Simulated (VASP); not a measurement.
# P (Fd-3m) in VASP: notebook

Runs on P. Level: LDA. Tasks: single point, relaxation of cell and atoms.

All numbers are computed with VASP 6.6.1; they aren't measurements. Logs are shortened: lines on timing, memory, paths and dates and some standing lists are left out, and cuts for length are marked.

**1. The cell of the first run**

Symmetry: Fd-3m, No. 227, cubic system. Conventional cell: a = 5.340 Å, b = 5.340 Å, c = 5.340 Å, α = 90.00°, β = 90.00°, γ = 90.00°. P (site symmetry -43m) has 4 P at 2.31 Å within 3.1 Å.

This isn't the form of P at room conditions, which is orthorhombic.

**2. Single point, LDA**

The input, INCAR:

```
PREC = Accurate
ENCUT = 500
EDIFF = 1E-6
ISMEAR = -1
SIGMA = 0.05
LREAL = False
LASPH = True
NELM = 120
ALGO = Normal
ISIF = 2
LWAVE = False
LCHARG = False
GGA = CA
NBANDS = 12
GGA_COMPAT = False
```

The input, KPOINTS:

```
Automatic mesh
0
Gamma
  15 15 15
```

The input, POSCAR:

```
P
1.0
    0.0000000000      2.6700000000      2.6700000000
    2.6700000000      0.0000000000      2.6700000000
    2.6700000000      2.6700000000      0.0000000000
P
2
Direct
    1.0000000000      1.0000000000      1.0000000000
    0.2500000000      0.2500000000      0.2500000000
```

Potentials or basis: VASP PAW LDA potentials, release 64 (P).

The run is started by

```console
cat potpaw_LDA.64/P/POTCAR > POTCAR
mpirun -np 1 vasp_std > vasp.out
```

OUTCAR:

```text
PREC = Accurate
   ENCUT = 500
   EDIFF = 1E-6
   ISMEAR = -1
   LREAL = False
   LASPH = True
   NELM = 120
   ISIF = 2
   GGA = CA

 ion  position               nearest neighbor table
   1  0.000  0.000  0.000-   2 2.31   2 2.31   2 2.31   2 2.31
   2  0.250  0.250  0.250-   1 2.31   1 2.31   1 2.31   1 2.31

  LATTYP: Found a face centered cubic cell.
 ALAT       =     5.3400000000

  Lattice vectors:

 A1 = (   0.0000000000,   2.6700000000,   2.6700000000)
 A2 = (   2.6700000000,   0.0000000000,   2.6700000000)
 A3 = (   2.6700000000,   2.6700000000,   0.0000000000)

Analysis of symmetry for initial positions (statically):
=====================================================================
 Subroutine PRICEL returns:
 Original cell was already a primitive cell.

 Routine SETGRP: Setting up the symmetry group for a
 face centered cubic supercell.

 Subroutine GETGRP returns: Found 48 space group operations
 (whereof 24 operations were pure point group operations)
 out of a pool of 48 trial point group operations.

The static configuration has the point symmetry T_d .
 The point group associated with its full space group is O_h .

Analysis of symmetry for dynamics (positions and initial velocities):
=====================================================================
 Subroutine PRICEL returns:
 Original cell was already a primitive cell.

 Routine SETGRP: Setting up the symmetry group for a
 face centered cubic supercell.

 Subroutine GETGRP returns: Found 48 space group operations
 (whereof 24 operations were pure point group operations)
 out of a pool of 48 trial point group operations.

The dynamic configuration has the point symmetry T_d .
 The point group associated with its full space group is O_h .

 Subroutine INISYM returns: Found 48 space group operations
 (whereof 24 operations are pure point group operations),
 and found     1 'primitive' translations

----------------------------------------------------------------------------------------

                                     Primitive cell

  volume of cell :      38.0683

  direct lattice vectors                    reciprocal lattice vectors
     0.000000000  2.670000000  2.670000000    -0.187265918  0.187265918  0.187265918
     2.670000000  0.000000000  2.670000000     0.187265918 -0.187265918  0.187265918
     2.670000000  2.670000000  0.000000000     0.187265918  0.187265918 -0.187265918

  length of vectors
     3.775950212  3.775950212  3.775950212     0.324354084  0.324354084  0.324354084

  position of ions in fractional coordinates (direct lattice)
     0.000000000  0.000000000  0.000000000
     0.250000000  0.250000000  0.250000000

  ion indices of the primitive-cell ions
   primitive index   ion index
                 1           1
                 2           2

----------------------------------------------------------------------------------------

 KPOINTS: Automatic mesh

Automatic generation of k-mesh.
 Grid dimensions read from file:
 generate k-points for:   15   15   15

 Generating k-lattice:

  Cartesian coordinates                     Fractional coordinates (reciprocal lattice)
    -0.012484395  0.012484395  0.012484395     0.066666667  0.000000000  0.000000000
     0.012484395 -0.012484395  0.012484395     0.000000000  0.066666667  0.000000000
     0.012484395  0.012484395 -0.012484395     0.000000000  0.000000000  0.066666667

  Length of vectors
     0.021623606  0.021623606  0.021623606

  Shift w.r.t. Gamma in fractional coordinates (k-lattice)
     0.000000000  0.000000000  0.000000000

 Subroutine IBZKPT returns following result:
 ===========================================

 Found    120 irreducible k-points:

 Following reciprocal coordinates:
            Coordinates               Weight
  0.000000  0.000000  0.000000      1.000000
  0.066667  0.000000  0.000000      8.000000
  0.133333  0.000000  0.000000      8.000000
  0.200000  0.000000  0.000000      8.000000
  0.266667  0.000000  0.000000      8.000000
  0.333333  0.000000  0.000000      8.000000
[... 16 lines left out ...]
  0.133333  0.133333  0.000000      6.000000
  0.200000  0.133333  0.000000     24.000000
 [... further k-points ...]
   k-points           NKPTS =    120   k-points in BZ     NKDIM =    120   number of bands    NBANDS=     12
   number of dos      NEDOS =    301   number of ions     NIONS =      2
   total plane-waves  NPLWV =  21952
   dimension x,y,z NGX =    28 NGY =   28 NGZ =   28
   dimension x,y,z NGXF=    56 NGYF=   56 NGZF=   56
   ions per type =               2
   NGX,Y,Z   is equivalent  to a cutoff of  12.33, 12.33, 12.33 a.u.
   NGXF,Y,Z  is equivalent  to a cutoff of  24.66, 24.66, 24.66 a.u.
 SYSTEM =  unknown system
   PREC   = accura    normal or accurate (medium, high low for compatibility)
   ISTART =      0    job   : 0-new  1-cont  2-samecut
   ICHARG =      2    charge: 1-file 2-atom 10-const
   ISPIN  =      1    spin polarized calculation?
   LNONCOLLINEAR =      F non collinear calculations
   LSORBIT =      F    spin-orbit coupling
   LASPH  =      T    aspherical Exc in radial PAW
   ENCUT  =  500.0 eV  36.75 Ry    6.06 a.u.   6.88  6.88  6.88*2*pi/ulx,y,z
   NELM   =    120;   NELMIN=  2; NELMDL= -5     # of ELM steps
   EDIFF  = 0.1E-05   stopping-criterion for ELM
   LREAL  =      F    real-space projection
   EDIFFG = 0.1E-04   stopping-criterion for IOM
   NSW    =      0    number of steps for IOM
   IBRION =     -1    ionic relax: 0-MD 1-quasi-New 2-CG
   NFREE  =      0    steps in history (QN), initial steepest desc. (CG)
   ISIF   =      2    stress and relaxation
   ISYM   =      2    0-nonsym 1-usesym 2-fastsym
   POTIM  = 0.5000    time-step for ionic-motion
   TEBEG  =    0.0;   TEEND  =   0.0 temperature during run
   PSTRESS=    0.0 pullay stress
   NELECT =      10.0000    total number of electrons
   NUPDOWN=      -1.0000    fix difference up-down
   EMIN   =  10.00;   EMAX   =-10.00  energy-range for DOS
   EFERMI =   0.00;   METHOD = LEGACY
   ISMEAR =    -1;   SIGMA  =   0.05  broadening in eV -4-tet -1-fermi 0-gaus
   EFERMI_NEDOS =   21; number of points for ismear=-14 and -15
   IALGO  =     38    algorithm
   IMIX   =      4    mixing-type and parameters
     AMIX     =   0.40;   BMIX     =  1.00
     AMIX_MAG =   1.60;   BMIX_MAG =  1.00
  volume/ion in A,a.u.               =      19.03       128.45
  Fermi-wavevector in a.u.,A,eV,Ry     =   1.048464  1.981310 14.956572  1.099277
  Thomas-Fermi vector in A             =   2.183387
   LORBIT       =      0    0 simple, 1 ext, 2 COOP (PROOUT), +10 PAW based schemes
   GGA     = CA    functional components
   LHFCALC =     F    Hartree Fock is set to
   AEXX    =    0.0000 exact exchange contribution
   IVDW    =     0    specifies the selected vdW correction
   LEPSILON=     F    determine dielectric tensor
   LRPA    =     F    only Hartree local field effects (RPA)
 non-spin polarized calculation
  energy-cutoff  :      500.00
  volume of cell :       38.07
 maximum number of plane-waves:       982
   NGX = 13   NGY = 13   NGZ = 13

 number of electron      10.0000000 magnetization

 number of electron       9.9999998 magnetization

 Free energy of the ion-electron system (eV)
  ---------------------------------------------------
  ext. energy  EPLUGINS =         0.00000000
  ---------------------------------------------------
  free energy    TOTEN  =       -10.97653140 eV

  energy without entropy =      -10.96548230  energy(sigma->0) =      -10.97100685

 E-fermi :   6.7392     XC(G=0): -10.0581

 val. band max:        6.6915747109   @ k =   0.4000   0.2667   0.1333
 cond. band min:       6.7432477288   @ k =  -0.4667   0.3333   0.1333
 fundamental gap:      0.0516730178
 Fermi energy:         6.7391748036

 k-point     1 :       0.0000    0.0000    0.0000
  band No.  band energies     occupation
      1      -8.8998      2.00000
      2       3.4748      2.00000
      3       3.4748      2.00000
      4       3.4748      2.00000
      5       3.9029      2.00000
      6       6.6878      1.47307
      7       6.6878      1.47307
      8       6.6878      1.47306
      9      12.6764      0.00000
     10      13.4344      0.00000
     11      13.4344      0.00000
     12      16.9726      0.00000

 k-point     2 :       0.0667    0.0000    0.0000
  band No.  band energies     occupation
      1      -8.8452      2.00000
      2       2.4719      2.00000
      3       3.3987      2.00000
      4       3.3987      2.00000
      5       4.6670      2.00000
      6       6.8038      0.43053
      7       6.8038      0.43053
      8       6.8504      0.19512
      9      12.9018      0.00000
     10      13.2695      0.00000
     11      13.2695      0.00000
     12      16.7731      0.00000

 k-point     3 :       0.1333    0.0000    0.0000
  band No.  band energies     occupation
      1      -8.6829      2.00000
      2       1.2350      2.00000
      3       3.2087      2.00000
      4       3.2087      2.00000
      5       5.0602      2.00000
      6       7.0962      0.00158
      7       7.0962      0.00158
      8       7.5101      0.00000
      9      12.9626      0.00000
     10      12.9626      0.00000
     11      13.4785      0.00000
     12      16.3982      0.00000

 k-point     4 :       0.2000    0.0000    0.0000
  band No.  band energies     occupation
      1      -8.4183      2.00000
      2       0.0175      2.00000
      3       2.9756      2.00000
      4       2.9756      2.00000
      5       5.0101      2.00000
      6       7.4425      0.00000
      7       7.4425      0.00000
      8       8.5803      0.00000
      9      12.7883      0.00000
     10      12.7883      0.00000
     11      14.0508      0.00000
     12      16.3244      0.00000

 k-point     5 :       0.2667    0.0000    0.0000
  band No.  band energies     occupation
      1      -8.0632      2.00000
      2      -1.1288      2.00000
      3       2.7527      2.00000
      4       2.7527      2.00000
      5       4.8237      2.00000
      6       7.7228      0.00000
      7       7.7228      0.00000
      8       9.7895      0.00000
      9      12.9188      0.00000
     10      12.9188      0.00000
     11      14.1567      0.00000
     12      16.9496      0.00000
[... 228 lines left out ...]
      1      -8.5577      2.00000
      2       0.6888      2.00000
      3       2.6648      2.00000
      4       3.2503      2.00000
      5       5.4011      2.00000
      6       7.0851      0.00198
      7       7.2133      0.00015
      8       8.1187      0.00000
      9      12.4536      0.00000
     10      13.1899      0.00000
     11      13.8729      0.00000
     12      16.6042      0.00000

 k-point    22 :      -0.0667    0.0667    0.0000
  band No.  band energies     occupation
      1      -8.7546      2.00000
      2       1.7521      2.00000
      3       3.0324      2.00000
      4       3.3945      2.00000
      5       5.1450      2.00000
      6       6.8428      0.22361
      7       6.8734      0.12774
      8       7.3651      0.00001
      9      12.8318      0.00000
     10      13.2491      0.00000
     11      13.3019      0.00000
     12      16.8420      0.00000

 k-point    23 :       0.1333    0.1333    0.0000
  band No.  band energies     occupation
      1      -8.6091      2.00000
      2       1.1403      2.00000
      3       2.7713      2.00000
      4       2.7713      2.00000
      5       6.0889      2.00000
      6       6.1821      1.99997
      7       7.7437      0.00000
      8       7.7437      0.00000
      9      12.0020      0.00000
     10      13.7840      0.00000
     11      13.7840      0.00000
     12      17.5061      0.00000

 k-point    24 :       0.2000    0.1333    0.0000
  band No.  band energies     occupation
      1      -8.4121      2.00000
      2       0.3320      2.00000
      3       2.5115      2.00000
      4       2.5141      2.00000
      5       6.1077      1.99999
      6       6.4271      1.99611
      7       8.1864      0.00000
      8       8.3506      0.00000
      9      11.7128      0.00000
     10      13.8701      0.00000
     11      14.3796      0.00000
     12      17.2987      0.00000

 [... further k-points ...]

------------------------ aborting loop because EDIFF is reached ----------------------------------------

  FORCE on cell =-STRESS in cart. coord.  units (eV):
  Direction    XX          YY          ZZ          XY          YZ          ZX
  --------------------------------------------------------------------------------------
  -------------------------------------------------------------------------------------
  Total       -0.0329874     -0.0329874     -0.0329874      0.0000000     -0.0000000      0.0000000
  in kB       -1.3883379     -1.3883379     -1.3883379      0.0000000     -0.0000000      0.0000000
  external PRESSURE =      -1.3883379 kB  Pullay stress =       0.0000000 kB

 VOLUME and BASIS-vectors are now :
 -----------------------------------------------------------------------------
  energy-cutoff  :      500.00
  volume of cell :       38.07
      direct lattice vectors                 reciprocal lattice vectors
     0.000000000  2.670000000  2.670000000    -0.187265918  0.187265918  0.187265918
     2.670000000  0.000000000  2.670000000     0.187265918 -0.187265918  0.187265918
     2.670000000  2.670000000  0.000000000     0.187265918  0.187265918 -0.187265918

 POSITION                                       TOTAL-FORCE (eV/Angst)
 -----------------------------------------------------------------------------------
      0.00000      0.00000      0.00000        -0.000000      0.000000      0.000000
      1.33500      1.33500      1.33500         0.000000     -0.000000     -0.000000
 -----------------------------------------------------------------------------------
    total drift:                                0.000000      0.000000     -0.000000

  FREE ENERGIE OF THE ION-ELECTRON SYSTEM (eV)
  ---------------------------------------------------
  free  energy   TOTEN  =       -10.9765313952 eV

  energy  without entropy=      -10.9654823027  energy(sigma->0) =      -10.97100685
```

It took 24 s on 1 thread of Intel Xeon Platinum 8375C at 2.90GHz (Ice Lake), shared host; peak memory 0.15 GiB.

Results:

```
Free energy            : -10.9765 eV
Pressure               : -0.1 GPa
Band gap on the k mesh : zero (bands 5 and 6 overlap by 2.34 eV)
```

**3. Relaxation of cell and atoms, LDA**

The input, INCAR:

```
SYSTEM = P
PREC = Accurate
ENCUT = 500
EDIFF = 1E-7
ISMEAR = -1
SIGMA = 0.05
LREAL = .False.
LASPH = .True.
NELM = 120
ALGO = Normal
ISIF = 3
LWAVE = .False.
LCHARG = .False.
GGA = CA
IBRION = 2
NSW = 80
EDIFFG = -0.02
GGA_COMPAT = .False.
NELMIN = 4
```

The input, KPOINTS:

```
Automatic mesh
0
Gamma
  15 15 15
  0 0 0
```

POSCAR is that of step 2.

Potentials or basis: VASP PAW LDA potentials, release 64 (P).

The run is started by

```console
cat potpaw_LDA.64/P/POTCAR > POTCAR
mpirun -np 1 vasp_std > vasp.out
```

Wall time 21 s (1 thread of Intel Xeon Platinum 8375C at 2.90GHz (Ice Lake), shared host); peak memory 0.15 GiB.

The run converged. Its results:

| Quantity | Value |
| --- | --- |
| Free energy | -10.9765 eV |
| Pressure after relaxing | -0.1 GPa |
| Band gap on the k mesh | zero (bands 5 and 6 overlap by 2.34 eV) |

Final structure:
```
P
1.0
     0.00000    2.67000    2.67000
     2.67000    0.00000    2.67000
     2.67000    2.67000    0.00000
P
2
Direct
  0.00000 0.00000 0.00000
  0.25000 0.25000 0.25000
```

Levels at points of the mesh, in eV from the Fermi level:
```
           k point  band 1  band 2  band 3  band 4  band 5  band 6  band 7  band 8  band 9
(0.00, 0.00, 0.00)  -15.64   -3.26   -3.26   -3.26   -2.84   -0.05   -0.05   -0.05    5.94
```

Caveat: the relaxation stopped at its first step, so nothing moved.

The gap in the log of VASP goes by the Fermi energy; the results here count the filled bands.